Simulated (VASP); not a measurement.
# ZnSe (F-43m) in VASP: a series of runs

ZnSe is run at these levels: PBEsol; tasks: single point, relaxation of volume and atoms at fixed shape.

Everything below comes from runs of VASP 6.6.1. Logs are shortened: lines on timing, memory, paths and dates and some standing lists are left out, and cuts for length are marked.

**Measured values to compare with.**

From “Alloy Disordering Effects on the Thermal Conductivity and Energy Gap Temperature Dependence of Cd1−xZnxSe Ternary Crystals Grown by the Bridgman Method”, 2023, pmc:10253836, for a bulk crystal of ZnSe at 300 K: band gap 2.695 ± 0.003 eV (an exciton energy, a little under the gap).

The results are compared with them further down.

### Step 1. The cell of the first run

It takes space group F-43m (No. 216, cubic). Conventional cell: a = 5.633 Å, b = 5.633 Å, c = 5.633 Å, α = 90.00°, β = 90.00°, γ = 90.00°. Within 3.2 Å of Zn (site symmetry -43m) lie 4 Se at 2.44 Å. Se (site symmetry -43m) has 4 Zn at 2.44 Å within 3.2 Å.

### Step 2. Single point, PBEsol

Contents of INCAR:

```
PREC = Accurate
ENCUT = 500
EDIFF = 1E-6
ISMEAR = 0
SIGMA = 0.01
LREAL = False
LASPH = True
NELM = 120
ALGO = Normal
ISIF = 2
LWAVE = False
LCHARG = False
GGA = PS
NBANDS = 16
GGA_COMPAT = False
```

Contents of KPOINTS:

```
regular mesh
0
Gamma
  7 7 7
```

Contents of POSCAR:

```
ZnSe
1.0
    3.9834050777      0.0000000000      0.0000000000
    1.9917025388      3.4497299908      0.0000000000
    1.9917025388      1.1499099969      3.2524366264
Zn Se
1 1
Direct
    0.0000000000      0.0000000000      0.0000000000
    0.2500000000      0.2500000000      0.2500000000
```

Potentials or basis: VASP PAW PBE potentials, release 64 (Zn, Se).

Run with:

```sh
$ cat potpaw_PBE.64/Zn/POTCAR potpaw_PBE.64/Se/POTCAR > POTCAR
$ mpirun -np 1 vasp_std > vasp.out
```

OUTCAR:

```text
PREC = Accurate
   ENCUT = 500
   EDIFF = 1E-6
   ISMEAR = 0
   LREAL = False
   LASPH = True
   NELM = 120
   ISIF = 2
   GGA = PS

 ion  position               nearest neighbor table
   1  0.000  0.000  0.000-   2 2.44   2 2.44   2 2.44   2 2.44
   2  0.250  0.250  0.250-   1 2.44   1 2.44   1 2.44   1 2.44

  LATTYP: Found a face centered cubic cell.
 ALAT       =     5.6333854852

  Lattice vectors:

 A1 = (   3.9834050777,   0.0000000000,   0.0000000000)
 A2 = (   1.9917025388,   3.4497299908,   0.0000000000)
 A3 = (   1.9917025388,   1.1499099969,   3.2524366264)

Analysis of symmetry for initial positions (statically):
=====================================================================
 Subroutine PRICEL returns:
 Original cell was already a primitive cell.

 Routine SETGRP: Setting up the symmetry group for a
 face centered cubic supercell.

 Subroutine GETGRP returns: Found 24 space group operations
 (whereof 24 operations were pure point group operations)
 out of a pool of 48 trial point group operations.

The static configuration has the point symmetry T_d .

Analysis of symmetry for dynamics (positions and initial velocities):
=====================================================================
 Subroutine PRICEL returns:
 Original cell was already a primitive cell.

 Routine SETGRP: Setting up the symmetry group for a
 face centered cubic supercell.

 Subroutine GETGRP returns: Found 24 space group operations
 (whereof 24 operations were pure point group operations)
 out of a pool of 48 trial point group operations.

The dynamic configuration has the point symmetry T_d .

 Subroutine INISYM returns: Found 24 space group operations
 (whereof 24 operations are pure point group operations),
 and found     1 'primitive' translations

----------------------------------------------------------------------------------------

                                     Primitive cell

  volume of cell :      44.6939

  direct lattice vectors                    reciprocal lattice vectors
     3.983405078  0.000000000  0.000000000     0.251041504 -0.144938880 -0.102487265
     1.991702539  3.449729991  0.000000000     0.000000000  0.289877759 -0.102487265
     1.991702539  1.149909997  3.252436626     0.000000000  0.000000000  0.307461794

  length of vectors
     3.983405078  3.983405078  3.983405078     0.307461794  0.307461794  0.307461794
[... 74 lines left out ...]
   ENCUT  =  500.0 eV  36.75 Ry    6.06 a.u.   7.26  7.26  7.26*2*pi/ulx,y,z
   NELM   =    120;   NELMIN=  2; NELMDL= -5     # of ELM steps
   EDIFF  = 0.1E-05   stopping-criterion for ELM
   LREAL  =      F    real-space projection
   EDIFFG = 0.1E-04   stopping-criterion for IOM
   NSW    =      0    number of steps for IOM
   IBRION =     -1    ionic relax: 0-MD 1-quasi-New 2-CG
   NFREE  =      0    steps in history (QN), initial steepest desc. (CG)
   ISIF   =      2    stress and relaxation
   ISYM   =      2    0-nonsym 1-usesym 2-fastsym
   POTIM  = 0.5000    time-step for ionic-motion
   TEBEG  =    0.0;   TEEND  =   0.0 temperature during run
   PSTRESS=    0.0 pullay stress
   NELECT =      18.0000    total number of electrons
   NUPDOWN=      -1.0000    fix difference up-down
   EMIN   =  10.00;   EMAX   =-10.00  energy-range for DOS
   EFERMI =   0.00;   METHOD = LEGACY
   ISMEAR =     0;   SIGMA  =   0.01  broadening in eV -4-tet -1-fermi 0-gaus
   EFERMI_NEDOS =   21; number of points for ismear=-14 and -15
   IALGO  =     38    algorithm
   IMIX   =      4    mixing-type and parameters
     AMIX     =   0.40;   BMIX     =  1.00
     AMIX_MAG =   1.60;   BMIX_MAG =  1.00
  volume/ion in A,a.u.               =      22.35       150.80
  Fermi-wavevector in a.u.,A,eV,Ry     =   1.208972  2.284626 19.886452  1.461613
  Thomas-Fermi vector in A             =   2.344563
   LORBIT       =      0    0 simple, 1 ext, 2 COOP (PROOUT), +10 PAW based schemes
   GGA     = PS    functional components
   LHFCALC =     F    Hartree Fock is set to
   AEXX    =    0.0000 exact exchange contribution
   IVDW    =     0    specifies the selected vdW correction
   LEPSILON=     F    determine dielectric tensor
   LRPA    =     F    only Hartree local field effects (RPA)
 non-spin polarized calculation
 Gauss-broadening in eV      SIGMA  =   0.01
  energy-cutoff  :      500.00
  volume of cell :       44.69
 maximum number of plane-waves:      1154
 NGX is ok and might be reduce to    30
   NGX = 15   NGY = 15   NGZ = 15

 number of electron      17.9999998 magnetization

 Free energy of the ion-electron system (eV)
  ---------------------------------------------------
  ext. energy  EPLUGINS =         0.00000000
  ---------------------------------------------------
  free energy    TOTEN  =        -6.77155304 eV

  energy without entropy =       -6.77155304  energy(sigma->0) =       -6.77155304

 E-fermi :   1.7018     XC(G=0):  -9.6087

 val. band max:        1.6464637523   @ k =   0.0000   0.0000   0.0000
 cond. band min:       2.8889812668   @ k =   0.0000   0.0000   0.0000
 fundamental gap:      1.2425175145
 Fermi energy:         1.7018475070

 k-point     1 :       0.0000    0.0000    0.0000
  band No.  band energies     occupation
      1     -11.7583      2.00000
      2      -4.9794      2.00000
      3      -4.9794      2.00000
      4      -4.9794      2.00000
      5      -4.5912      2.00000
      6      -4.5912      2.00000
[... 357 lines left out ...]
      3      -4.7748      2.00000
      4      -4.6391      2.00000
      5      -4.6015      2.00000
      6      -4.2996      2.00000
[... 8 lines left out ...]
     15      14.2892      0.00000
     16      16.5599      0.00000

------------------------ aborting loop because EDIFF is reached ----------------------------------------

  FORCE on cell =-STRESS in cart. coord.  units (eV):
  Direction    XX          YY          ZZ          XY          YZ          ZX
  --------------------------------------------------------------------------------------
  -------------------------------------------------------------------------------------
  Total        0.0761209      0.0761209      0.0761209     -0.0000000     -0.0000000     -0.0000000
  in kB        2.7287639      2.7287639      2.7287639     -0.0000000     -0.0000000     -0.0000000
  external PRESSURE =       2.7287639 kB  Pullay stress =       0.0000000 kB

 VOLUME and BASIS-vectors are now :
 -----------------------------------------------------------------------------
  energy-cutoff  :      500.00
  volume of cell :       44.69
      direct lattice vectors                 reciprocal lattice vectors
     3.983405078  0.000000000  0.000000000     0.251041504 -0.144938880 -0.102487265
     1.991702539  3.449729991  0.000000000     0.000000000  0.289877759 -0.102487265
     1.991702539  1.149909997  3.252436626     0.000000000  0.000000000  0.307461794

 POSITION                                       TOTAL-FORCE (eV/Angst)
 -----------------------------------------------------------------------------------
      0.00000      0.00000      0.00000         0.000000     -0.000000     -0.000000
      1.99170      1.14991      0.81311        -0.000000      0.000000      0.000000
 -----------------------------------------------------------------------------------
    total drift:                               -0.000000      0.000000     -0.000000

  FREE ENERGIE OF THE ION-ELECTRON SYSTEM (eV)
  ---------------------------------------------------
  free  energy   TOTEN  =        -6.7715530381 eV

  energy  without entropy=       -6.7715530381  energy(sigma->0) =       -6.77155304
```

OSZICAR:

```text
N       E                     dE             d eps       ncg     rms          rms(c)
DAV:   1     0.827814646044E+02    0.82781E+02   -0.84013E+03   640   0.123E+03
DAV:   2    -0.194371085204E+01   -0.84725E+02   -0.79576E+02   736   0.243E+02
DAV:   3    -0.703781354627E+01   -0.50941E+01   -0.50772E+01   744   0.592E+01
DAV:   4    -0.707695436055E+01   -0.39141E-01   -0.39138E-01   816   0.565E+00
DAV:   5    -0.707713644154E+01   -0.18208E-03   -0.18208E-03   776   0.340E-01    0.482E+00
DAV:   6    -0.679377052582E+01    0.28337E+00   -0.62718E-01   824   0.275E+01    0.375E+00
DAV:   7    -0.677435547941E+01    0.19415E-01   -0.16973E-01   744   0.386E+00    0.163E+00
DAV:   8    -0.677171034211E+01    0.26451E-02   -0.39854E-03   864   0.670E-01    0.434E-01
DAV:   9    -0.677150753985E+01    0.20280E-03   -0.83498E-04   744   0.300E-01    0.648E-02
DAV:  10    -0.677156615808E+01   -0.58618E-04   -0.21630E-04   832   0.169E-01    0.225E-02
DAV:  11    -0.677155277170E+01    0.13386E-04   -0.37997E-05   832   0.819E-02    0.425E-03
DAV:  12    -0.677155303807E+01   -0.26638E-06   -0.58148E-06   816   0.162E-02
   1 F= -.67715530E+01 E0= -.67715530E+01  d E =-.235430E-17
```

Wall time 14 s (1 thread of AMD EPYC 7R43 (Zen 3), shared host); peak memory 0.14 GiB.

Results:

* Free energy: -6.7716 eV
* Pressure: 0.3 GPa
* Band gap on the k mesh: 1.24 eV

Caveat: the PAW data sets were made with another functional, which shifts forces and pressure a little.

### Step 3. Relaxation of volume and atoms at fixed shape, PBEsol

This run uses another cell than the first one, of 22.76 Å³/atom.

Contents of INCAR:

```
SYSTEM = ZnSe
PREC = Accurate ; ENCUT = 500
EDIFF = 1E-7 ; ISMEAR = 0
SIGMA = 0.01 ; LREAL = .False.
LASPH = .True. ; NELM = 120
ALGO = Normal ; ISIF = 8
LWAVE = .False. ; LCHARG = .False.
GGA = PS ; IBRION = 2
NSW = 80 ; EDIFFG = -0.02
GGA_COMPAT = .False. ; NELMIN = 4
```

Contents of KPOINTS:

```
Automatic mesh
0
Gamma
  7 7 7
  0 0 0
```

Contents of POSCAR:

```
ZnSe
1.0
    4.0075980000      0.0000000000      0.0000000000
    2.0037990000      3.4706816762      0.0000000000
    2.0037990000      1.1568938921      3.2721900647
Zn Se
1 1
Direct
    0.0000000000      0.0000000000      0.0000000000
    0.2500000000      0.2500000000      0.2500000000
```

Potentials or basis: VASP PAW PBE potentials, release 64 (Zn, Se).

Run with:

```sh
$ cat potpaw_PBE.64/Zn/POTCAR potpaw_PBE.64/Se/POTCAR > POTCAR
$ mpirun -np 1 vasp_std > vasp.out
```

Run time: 28 s. Hardware: 1 thread of AMD EPYC 7R43 (Zen 3), shared host; peak memory 0.14 GiB.

Results (log left out):

```yaml
Free_energy: -6.7718 eV
Relaxed_volume: 22.44 Å³/atom
Relaxed_cell: a = 3.989 Å, b = 3.989 Å, c = 3.989 Å, α = 60.00°, β = 60.00°, γ = 60.00°
Space_group_after_relaxing_to_0.1_Å: F-43m (No. 216)
Energy_gained_by_relaxing: 0.9 meV/atom
Ionic_steps: 3
Pressure_after_relaxing: 0.0 GPa
Band_gap_on_the_k_mesh: 1.23 eV
```

The path:
| step | energy change (eV) | largest force (eV/Å) | pressure (GPa) | volume (Å³) |
| --- | --- | --- | --- | --- |
| 1 | 0.0000 | 0.0000 | -0.88 | 45.51 |
| 2 | -0.0016 | 0.0000 | 0.28 | 44.69 |
| 3 | -0.0018 | 0.0000 | 0.00 | 44.88 |

Final structure:
```
Zn Se
1.0
     3.98899    0.00000    0.00000
     1.99450    3.45457    0.00000
     1.99450    1.15152    3.25700
Zn Se
1 1
Direct
  0.00000 0.00000 0.00000
  0.25000 0.25000 0.25000
```

Levels at points of the mesh, in eV from the valence-band top:
| k point | band 6 | band 7 | band 8 | band 9 | band 10 | band 11 | band 12 | band 13 |
| --- | --- | --- | --- | --- | --- | --- | --- | --- |
| (0.00, 0.00, 0.00) | -6.23 | 0.00 | 0.00 | 0.00 | 1.23 | 5.73 | 5.73 | 5.73 |

Caveat: the PAW data sets were made with another functional, which shifts forces and pressure a little. PBEsol gaps usually lie below the measured ones, often by a third to a half.

### Step 4. How close it comes

Step 2. A measured gap of ZnSe is 2.695 eV (an exciton energy, a little under the gap; 300 K; “Alloy Disordering Effects on the Thermal Conductivity and Energy Gap Temperature Dependence of Cd1−xZnxSe Ternary Crystals Grown by the Bridgman Method”, 2023, pmc:10253836); the calculated 1.24 eV misses it by -1.45 eV. So large a miss can be the level of theory's own, or it may mean another phase, state or a wrong row. Spin-orbit coupling on Se is left out. The value is that of PBEsol, without temperature or zero-point motion. Semilocal functionals fall short of measured gaps as a rule.
